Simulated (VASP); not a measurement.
# SiC (I-4m2) in VASP: a series of runs

The runs below take SiC through single point, with r2SCAN.

Everything below comes from runs of VASP 6.6.1. Logs are shortened: lines on timing, memory, paths and dates and some standing lists are left out, and cuts for length are marked.

## 1. The cell of the first run

Symmetry: I-4m2, No. 119, tetragonal system. The conventional cell has a = 3.320 Å, b = 3.320 Å, c = 4.174 Å, α = 90.00°, β = 90.00°, γ = 90.00°. Within 2.6 Å of Si (site symmetry -4m2) lie 4 C at 1.96 Å. Within 2.6 Å of C (site symmetry -4m2) lie 4 Si at 1.96 Å.

## 2. Single point, r2SCAN (strain +0.080 along x and y, -0.040 along z)

File POSCAR:

```
SiC
1.0
    0.0000000000      2.3479200000      2.0870400000
    2.3479200000      0.0000000000      2.0870400000
    2.3479200000      2.3479200000      0.0000000000
Si C
1 1
Direct
    0.0000000000      0.0000000000      0.0000000000
    0.7500000000      0.7500000000      0.7500000000
```

File INCAR.step1:

```
SYSTEM = SiC
PREC = Accurate
ENCUT = 520
ISMEAR = 0
SIGMA = 0.05
LREAL = .FALSE.
LASPH = .TRUE.
NELM = 60
NBANDS = 11
GGA = PE
ALGO = Normal
EDIFF = 1E-4
LWAVE = .TRUE.
LCHARG = .FALSE.
```

File INCAR.step2:

```
SYSTEM = SiC
PREC = Accurate
ENCUT = 520
EDIFF = 1E-6
ISMEAR = 0
SIGMA = 0.05
LREAL = .FALSE.
LASPH = .TRUE.
NELM = 60
ALGO = Normal
ISIF = 2
LWAVE = .FALSE.
LCHARG = .FALSE.
METAGGA = R2SCAN
LMIXTAU = .TRUE.
NBANDS = 11
ISTART = 1
```

File KPOINTS:

```
regular mesh
0
G
  12 12 12
  0 0 0
```

Potentials or basis: VASP PAW PBE potentials, release 64 (Si, C).

On the command line:

```
cat potpaw_PBE.64/Si/POTCAR potpaw_PBE.64/C/POTCAR > POTCAR
cp INCAR.step1 INCAR
mpirun -np 1 vasp_std > vasp.out
cp INCAR.step2 INCAR
mpirun -np 1 vasp_std > vasp.out
```

OUTCAR:

```text
SYSTEM = SiC
   PREC = Accurate
   ENCUT = 520
   EDIFF = 1E-6
   ISMEAR = 0
   LREAL = .FALSE.
   LASPH = .TRUE.
   NELM = 60
   ISIF = 2
   METAGGA = R2SCAN
   ISTART = 1

 ion  position               nearest neighbor table
   1  0.000  0.000  0.000-   2 1.96   2 1.96   2 1.96   2 1.96
   2  0.750  0.750  0.750-   1 1.96   1 1.96   1 1.96   1 1.96

  LATTYP: Found a body centered tetragonal cell.
 ALAT       =     3.3204603074
 C/A-ratio  =     1.2570787221

  Lattice vectors:

 A1 = (   0.0000000000,  -2.3479200000,  -2.0870400000)
 A2 = (   0.0000000000,   2.3479200000,  -2.0870400000)
 A3 = (   2.3479200000,   0.0000000000,   2.0870400000)

Analysis of symmetry for initial positions (statically):
=====================================================================
 Subroutine PRICEL returns:
 Original cell was already a primitive cell.

 Routine SETGRP: Setting up the symmetry group for a
 body centered tetragonal supercell.

 Subroutine GETGRP returns: Found  8 space group operations
 (whereof  8 operations were pure point group operations)
 out of a pool of 16 trial point group operations.

The static configuration has the point symmetry D_2d.

Analysis of symmetry for dynamics (positions and initial velocities):
=====================================================================
 Subroutine PRICEL returns:
 Original cell was already a primitive cell.

 Routine SETGRP: Setting up the symmetry group for a
 body centered tetragonal supercell.

 Subroutine GETGRP returns: Found  8 space group operations
 (whereof  8 operations were pure point group operations)
 out of a pool of 16 trial point group operations.

The dynamic configuration has the point symmetry D_2d.

 Subroutine INISYM returns: Found  8 space group operations
 (whereof  8 operations are pure point group operations),
 and found     1 'primitive' translations

----------------------------------------------------------------------------------------

                                     Primitive cell

  volume of cell :      23.0106

  direct lattice vectors                    reciprocal lattice vectors
     0.000000000  2.347920000  2.087040000    -0.212954445  0.212954445  0.239573750
     2.347920000  0.000000000  2.087040000     0.212954445 -0.212954445  0.239573750
     2.347920000  2.347920000  0.000000000     0.212954445  0.212954445 -0.239573750

  length of vectors
     3.141411194  3.141411194  3.320460307     0.384830837  0.384830837  0.384830837

  position of ions in fractional coordinates (direct lattice)
     0.000000000  0.000000000  0.000000000
     0.750000000  0.750000000  0.750000000

  ion indices of the primitive-cell ions
   primitive index   ion index
                 1           1
                 2           2

----------------------------------------------------------------------------------------

 KPOINTS: regular mesh

Automatic generation of k-mesh.
 Grid dimensions read from file:
 generate k-points for:   12   12   12

 Generating k-lattice:

  Cartesian coordinates                     Fractional coordinates (reciprocal lattice)
    -0.017746204  0.017746204  0.019964479     0.083333333 -0.000000000  0.000000000
     0.017746204 -0.017746204  0.019964479    -0.000000000  0.083333333  0.000000000
     0.017746204  0.017746204 -0.019964479     0.000000000  0.000000000  0.083333333

  Length of vectors
     0.032069236  0.032069236  0.032069236

  Shift w.r.t. Gamma in fractional coordinates (k-lattice)
     0.000000000  0.000000000  0.000000000

 Subroutine IBZKPT returns following result:
 ===========================================

 Found    163 irreducible k-points:

 Following reciprocal coordinates:
            Coordinates               Weight
  0.000000  0.000000  0.000000      1.000000
  0.083333  0.000000  0.000000      8.000000
  0.166667  0.000000  0.000000      8.000000
  0.250000  0.000000  0.000000      8.000000
  0.333333  0.000000  0.000000      8.000000
  0.416667  0.000000  0.000000      8.000000
[... 16 lines left out ...]
  0.500000  0.166667  0.000000      8.000000
 -0.416667  0.166667  0.000000      8.000000
 [... further k-points ...]
   k-points           NKPTS =    163   k-points in BZ     NKDIM =    163   number of bands    NBANDS=     11
   number of dos      NEDOS =    301   number of ions     NIONS =      2
   total plane-waves  NPLWV =  16128
   dimension x,y,z NGX =    24 NGY =   24 NGZ =   28
   dimension x,y,z NGXF=    48 NGYF=   48 NGZF=   56
   ions per type =               1   1
   NGX,Y,Z   is equivalent  to a cutoff of  12.70, 12.70, 14.02 a.u.
   NGXF,Y,Z  is equivalent  to a cutoff of  25.40, 25.40, 28.04 a.u.
 SYSTEM =  SiC
   PREC   = accura    normal or accurate (medium, high low for compatibility)
   ISTART =      1    job   : 0-new  1-cont  2-samecut
   ICHARG =      0    charge: 1-file 2-atom 10-const
   ISPIN  =      1    spin polarized calculation?
   LNONCOLLINEAR =      F non collinear calculations
   LSORBIT =      F    spin-orbit coupling
   LASPH  =      T    aspherical Exc in radial PAW
   ENCUT  =  520.0 eV  38.22 Ry    6.18 a.u.   5.84  5.84  6.17*2*pi/ulx,y,z
   NELM   =     60;   NELMIN=  2; NELMDL=  0     # of ELM steps
   EDIFF  = 0.1E-05   stopping-criterion for ELM
   LREAL  =      F    real-space projection
   EDIFFG = 0.1E-04   stopping-criterion for IOM
   NSW    =      0    number of steps for IOM
   IBRION =     -1    ionic relax: 0-MD 1-quasi-New 2-CG
   NFREE  =      0    steps in history (QN), initial steepest desc. (CG)
   ISIF   =      2    stress and relaxation
   ISYM   =      2    0-nonsym 1-usesym 2-fastsym
   POTIM  = 0.5000    time-step for ionic-motion
   TEBEG  =    0.0;   TEEND  =   0.0 temperature during run
   PSTRESS=    0.0 pullay stress
   NELECT =       8.0000    total number of electrons
   NUPDOWN=      -1.0000    fix difference up-down
   EMIN   =  10.00;   EMAX   =-10.00  energy-range for DOS
   EFERMI =   0.00;   METHOD = LEGACY
   ISMEAR =     0;   SIGMA  =   0.05  broadening in eV -4-tet -1-fermi 0-gaus
   EFERMI_NEDOS =   21; number of points for ismear=-14 and -15
   IALGO  =     38    algorithm
   IMIX   =      4    mixing-type and parameters
     AMIX     =   0.40;   BMIX     =  1.00
     AMIX_MAG =   1.60;   BMIX_MAG =  1.00
  volume/ion in A,a.u.               =      11.51        77.64
  Fermi-wavevector in a.u.,A,eV,Ry     =   1.151142  2.175344 18.029471  1.325129
  Thomas-Fermi vector in A             =   2.287802
   LORBIT       =      0    0 simple, 1 ext, 2 COOP (PROOUT), +10 PAW based schemes
   METAGGA = R2SCAN    functional components
   LHFCALC =     F    Hartree Fock is set to
   AEXX    =    0.0000 exact exchange contribution
   IVDW    =     0    specifies the selected vdW correction
   LEPSILON=     F    determine dielectric tensor
   LRPA    =     F    only Hartree local field effects (RPA)
 non-spin polarized calculation
 Gauss-broadening in eV      SIGMA  =   0.05
  energy-cutoff  :      520.00
  volume of cell :       23.01
 maximum number of plane-waves:       636
   NGX = 11   NGY = 11   NGZ = 13

 number of electron       8.0000000 magnetization

 Free energy of the ion-electron system (eV)
  ---------------------------------------------------
  ext. energy  EPLUGINS =         0.00000000
  ---------------------------------------------------
  free energy    TOTEN  =       -19.01254328 eV

  energy without entropy =      -19.01254328  energy(sigma->0) =      -19.01254328

 E-fermi :   7.5587     XC(G=0): -11.4783

 val. band max:        7.3416074151   @ k =   0.0000   0.0000   0.0000
 cond. band min:       8.0774584099   @ k =   0.5000   0.5000   0.0000
 fundamental gap:      0.7358509948
 Fermi energy:         7.5587322040

 k-point     1 :       0.0000    0.0000    0.0000
  band No.  band energies     occupation
      1      -8.4947      2.00000
      2       6.6645      2.00000
      3       6.6645      2.00000
      4       7.3416      2.00000
      5      12.2876      0.00000
      6      13.7313      0.00000
      7      14.1571      0.00000
      8      14.1571      0.00000
      9      19.7796      0.00000
     10      22.3183      0.00000
     11      22.9900      0.00000

 k-point     2 :       0.0833    0.0000    0.0000
  band No.  band energies     occupation
      1      -8.3644      2.00000
      2       6.0576      2.00000
      3       6.5301      2.00000
      4       7.1294      2.00000
      5      12.6276      0.00000
      6      13.7161      0.00000
      7      14.2850      0.00000
      8      14.4378      0.00000
      9      19.4022      0.00000
     10      21.2113      0.00000
     11      23.4169      0.00000

 k-point     3 :       0.1667    0.0000    0.0000
  band No.  band energies     occupation
      1      -7.9784      2.00000
      2       4.4716      2.00000
      3       6.1986      2.00000
      4       6.9036      2.00000
      5      12.5714      0.00000
      6      14.2292      0.00000
      7      14.4225      0.00000
      8      15.2461      0.00000
      9      19.2204      0.00000
     10      20.2729      0.00000
     11      23.6899      0.00000

 k-point     4 :       0.2500    0.0000    0.0000
  band No.  band energies     occupation
      1      -7.3542      2.00000
      2       2.6010      2.00000
      3       5.8090      2.00000
      4       6.6964      2.00000
      5      12.0987      0.00000
      6      14.2258      0.00000
      7      14.9087      0.00000
      8      16.2765      0.00000
      9      19.9955      0.00000
     10      20.0101      0.00000
     11      23.1464      0.00000
[... 239 lines left out ...]
 k-point    22 :       0.4167    0.1667    0.0000
  band No.  band energies     occupation
      1      -5.6234      2.00000
      2       0.3255      2.00000
      3       4.4356      2.00000
      4       5.0765      2.00000
      5      11.2584      0.00000
      6      14.4895      0.00000
      7      15.4489      0.00000
      8      16.0378      0.00000
      9      20.9504      0.00000
     10      24.3686      0.00000
     11      25.1910      0.00000

 k-point    23 :       0.5000    0.1667    0.0000
  band No.  band energies     occupation
      1      -4.9145      2.00000
      2      -0.7881      2.00000
      3       4.4531      2.00000
      4       4.7745      2.00000
      5      11.1394      0.00000
      6      14.8584      0.00000
      7      15.0860      0.00000
      8      16.7231      0.00000
      9      21.1159      0.00000
     10      24.5271      0.00000
     11      25.6890      0.00000

 k-point    24 :      -0.4167    0.1667    0.0000
  band No.  band energies     occupation
      1      -4.9454      2.00000
      2      -0.7723      2.00000
      3       4.5328      2.00000
      4       4.6537      2.00000
      5      11.2430      0.00000
      6      14.8071      0.00000
      7      14.8756      0.00000
      8      17.9207      0.00000
      9      20.8346      0.00000
     10      22.6409      0.00000
     11      25.7472      0.00000

 [... further k-points ...]
[... 5 lines left out ...]
  --------------------------------------------------------------------------------------
  -------------------------------------------------------------------------------------
  Total       -4.1769731     -4.1769731     -0.4879189      0.0000000      0.0000000      0.0000000
  in kB     -290.8338138   -290.8338138    -33.9727616      0.0000000      0.0000000      0.0000000
  external PRESSURE =    -205.2134631 kB  Pullay stress =       0.0000000 kB

 VOLUME and BASIS-vectors are now :
 -----------------------------------------------------------------------------
  energy-cutoff  :      520.00
  volume of cell :       23.01
      direct lattice vectors                 reciprocal lattice vectors
     0.000000000  2.347920000  2.087040000    -0.212954445  0.212954445  0.239573750
     2.347920000  0.000000000  2.087040000     0.212954445 -0.212954445  0.239573750
     2.347920000  2.347920000  0.000000000     0.212954445  0.212954445 -0.239573750

 POSITION                                       TOTAL-FORCE (eV/Angst)
 -----------------------------------------------------------------------------------
      0.00000      0.00000      0.00000        -0.000000     -0.000000     -0.000000
      3.52188      3.52188      3.13056         0.000000      0.000000      0.000000
 -----------------------------------------------------------------------------------
    total drift:                                0.000052      0.000052      0.000077

  FREE ENERGIE OF THE ION-ELECTRON SYSTEM (eV)
  ---------------------------------------------------
  free  energy   TOTEN  =       -19.0125432781 eV

  energy  without entropy=      -19.0125432781  energy(sigma->0) =      -19.01254328
```

Run time: 81 s. Hardware: 1 thread of AMD EPYC 9R45 (Zen 5), shared host; peak memory 0.14 GiB.

What came out:

```yaml
Free_energy: -19.0125 eV
Pressure: -20.5 GPa
Band_gap_on_the_k_mesh: 0.74 eV, indirect (least direct gap 4.80 eV)
```

Levels at points of the mesh, in eV from the valence-band top:
| k point | band 2 | band 3 | band 4 | band 5 | band 6 | band 7 |
| --- | --- | --- | --- | --- | --- | --- |
| (0.00, 0.00, 0.00) | -0.68 | -0.68 | 0.00 | 4.95 | 6.39 | 6.82 |
| (0.50, 0.00, 0.00) | -8.72 | -2.17 | -0.96 | 3.91 | 6.06 | 8.23 |
| (0.50, 0.50, 0.00) | -7.27 | -4.35 | -4.35 | 0.74 | 2.60 | 13.05 |
| (0.50, 0.00, 0.50) | -8.66 | -3.21 | -3.06 | 1.74 | 4.65 | 11.77 |

Caveat: the cell differs from its parent crystal (strain +0.080 along x and y, -0.040 along z); the PAW data sets were made with another functional, which shifts forces and pressure a little. A k mesh can miss the band edges.

## 3. Single point, r2SCAN (strain +0.080 along x and y, +0.000 along z)

File POSCAR:

```
SiC
1.0
    0.0000000000      2.3479200000      2.1740000000
    2.3479200000      0.0000000000      2.1740000000
    2.3479200000      2.3479200000      0.0000000000
Si C
1 1
Direct
    0.0000000000      0.0000000000      0.0000000000
    0.7500000000      0.7500000000      0.7500000000
```

File INCAR.step1:

```
SYSTEM = SiC
PREC = Accurate
ENCUT = 520
ISMEAR = 0
SIGMA = 0.05
LREAL = .False.
LASPH = .True.
NELM = 100
NBANDS = 11
GGA = PE
ALGO = Normal
EDIFF = 1E-4
LWAVE = .True.
LCHARG = .False.
```

File INCAR.step2:

```
SYSTEM = SiC
PREC = Accurate
ENCUT = 520
EDIFF = 1E-6
ISMEAR = 0
SIGMA = 0.05
LREAL = .False.
LASPH = .True.
NELM = 100
ALGO = Normal
ISIF = 2
LWAVE = .False.
LCHARG = .False.
METAGGA = R2SCAN
LMIXTAU = .True.
NBANDS = 11
ISTART = 1
```

File KPOINTS:

```
Automatic mesh
0
Gamma
  12 12 12
  0 0 0
```

Potentials or basis: VASP PAW PBE potentials, release 64 (Si, C).

On the command line:

```
cat potpaw_PBE.64/Si/POTCAR potpaw_PBE.64/C/POTCAR > POTCAR
cp INCAR.step1 INCAR
mpirun -np 1 vasp_std > vasp.out
cp INCAR.step2 INCAR
mpirun -np 1 vasp_std > vasp.out
```

Wall time 80 s (1 thread of AMD EPYC 9R45 (Zen 5), shared host); peak memory 0.14 GiB.

It converged, with:

```yaml
Free_energy: -18.9617 eV
Pressure: -25.4 GPa
Band_gap_on_the_k_mesh: 1.09 eV, indirect (least direct gap 4.65 eV)
```

Stress tensor (GPa, compression positive):
```
-31.31   0.00   0.00
  0.00 -31.31   0.00
  0.00   0.00 -13.60
```

Levels at points of the mesh, in eV from the valence-band top:
```
           k point  band 2  band 3  band 4  band 5  band 6  band 7
(0.00, 0.00, 0.00)   -0.46   -0.46    0.00    4.65    6.34    6.62
(0.50, 0.00, 0.00)   -8.37   -1.79   -0.99    4.02    6.33    7.58
(0.50, 0.50, 0.00)   -7.35   -3.85   -3.85    1.09    3.09   12.86
(0.50, 0.00, 0.50)   -8.23   -3.14   -3.03    1.73    4.40   12.05
```

Caveat: the cell differs from its parent crystal (strain +0.080 along x and y, +0.000 along z); the PAW data sets were made with another functional, which shifts forces and pressure a little.

## 4. Single point, r2SCAN (strain -0.080 along x and y, +0.040 along z)

File POSCAR:

```
SiC
1.0
    0.0000000000      2.0000800000      2.2609600000
    2.0000800000      0.0000000000      2.2609600000
    2.0000800000      2.0000800000      0.0000000000
Si C
1 1
Direct
    0.0000000000      0.0000000000      0.0000000000
    0.7500000000      0.7500000000      0.7500000000
```

File INCAR.step1:

```
SYSTEM = SiC
PREC = Accurate ; ENCUT = 520
ISMEAR = 0 ; SIGMA = 0.05
LREAL = .False. ; LASPH = .True.
NELM = 100 ; NBANDS = 11
GGA = PE ; ALGO = Normal
EDIFF = 1E-4 ; LWAVE = .True.
LCHARG = .False.
```

File INCAR.step2:

```
SYSTEM = SiC
PREC = Accurate ; ENCUT = 520
EDIFF = 1E-6 ; ISMEAR = 0
SIGMA = 0.05 ; LREAL = .False.
LASPH = .True. ; NELM = 100
ALGO = Normal ; ISIF = 2
LWAVE = .False. ; LCHARG = .False.
METAGGA = R2SCAN ; LMIXTAU = .True.
NBANDS = 11 ; ISTART = 1
```

File KPOINTS:

```
regular mesh
0
Gamma
  12 12 12
  0 0 0
```

On the command line:

```
cat potpaw_PBE.64/Si/POTCAR potpaw_PBE.64/C/POTCAR > POTCAR
cp INCAR.step1 INCAR
mpirun -np 1 vasp_std > vasp.out
cp INCAR.step2 INCAR
mpirun -np 1 vasp_std > vasp.out
```

It took 4.4 min on 1 thread of AMD EPYC 7R43 (Zen 3), shared host; peak memory 0.12 GiB.

The run converged. Its results:

```yaml
Free_energy: -18.8529 eV
Pressure: 37.3 GPa
Band_gap_on_the_k_mesh: 0.84 eV, indirect (least direct gap 5.08 eV)
```

Stress tensor (GPa, compression positive):
```
52.68  0.00  0.00
 0.00 52.68  0.00
 0.00  0.00  6.52
```

Levels at points of the mesh, in eV from the valence-band top:
| k point | band 1 | band 2 | band 3 | band 4 | band 5 | band 6 | band 7 | band 8 |
| --- | --- | --- | --- | --- | --- | --- | --- | --- |
| (0.00, 0.00, 0.00) | -17.77 | -1.17 | -0.06 | -0.06 | 7.87 | 8.43 | 8.43 | 8.60 |
| (0.50, 0.00, 0.00) | -13.57 | -10.05 | -2.54 | -0.64 | 5.04 | 8.69 | 9.07 | 11.59 |
| (0.50, 0.50, 0.00) | -12.74 | -10.12 | -2.98 | -2.98 | 2.11 | 6.44 | 15.89 | 16.77 |
| (0.50, 0.00, 0.50) | -11.58 | -8.39 | -4.61 | -4.38 | 0.84 | 4.16 | 13.62 | 17.40 |

Caveat: the cell differs from its parent crystal (strain -0.080 along x and y, +0.040 along z); the PAW data sets were made with another functional, which shifts forces and pressure a little.

## 5. The runs side by side

```csv
cell,gap on the mesh (eV),pressure (GPa)
"a = 3.141, b = 3.141, c = 3.320 Å, angles 58.1, 58.1, 63.8°, 2 atoms",0.74,-20.5
"a = 3.200, b = 3.200, c = 3.320 Å, angles 58.7, 58.7, 62.5°, 2 atoms",1.09,-25.4
"a = 3.019, b = 3.019, c = 2.829 Å, angles 62.1, 62.1, 55.9°, 2 atoms",0.84,37.3
```

Alike in all rows: task single point; level r2SCAN; potentials or basis VASP PAW PBE potentials, release 64 (Si, C); no spin polarisation; k mesh 12 × 12 × 12; cutoff (eV) 520; smearing gaussian 0.05 eV.

Caveats: the PAW data sets were made with another functional, which shifts forces and pressure a little.

Absolute energies hang on the potentials; compare differences alone.
